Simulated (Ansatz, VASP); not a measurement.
# One calculation of BeZn4O, two programs

```
CELL_PARAMETERS angstrom
3.83551 0.00000 0.00000
0.00000 3.83551 0.00000
0.00000 0.00000 5.57021
ATOMIC_POSITIONS crystal
Be 0.50000 0.50000 0.50000
Zn 0.50000 0.00000 0.74493
Zn 0.00000 0.50000 0.25507
Zn 0.50000 0.00000 0.25507
Zn 0.00000 0.50000 0.74493
O 0.00000 0.00000 0.00000
```

Change from the starting cell: species swapped into the Mg4SiGe type (P4/mmm, No. 123).

Alike in both runs: functional PBE; k mesh 10 × 10 × 8; occupations gaussian, width 0.1 eV; no spin polarisation.

Ansatz relaxed the structure, and its values are those at the end. VASP's run is a single point on that final structure, the one shown.

```csv
,VASP,Ansatz
version,VASP 6.6.1,Ansatz 0.2.0
potentials or method,"VASP PAW PBE potentials, release 64 (Be, Zn, O), cutoff 520 eV","scalar-relativistic, plane waves, PAW"
valence electrons in the cell,56,56
```

```csv
,VASP,Ansatz,Ansatz less VASP
gap on the k mesh at the Fermi level (eV),none,none,-
pressure (GPa),0.2,0.0,-0.22
```

A gap of «none» marks a metal or a gap that the smearing closes.
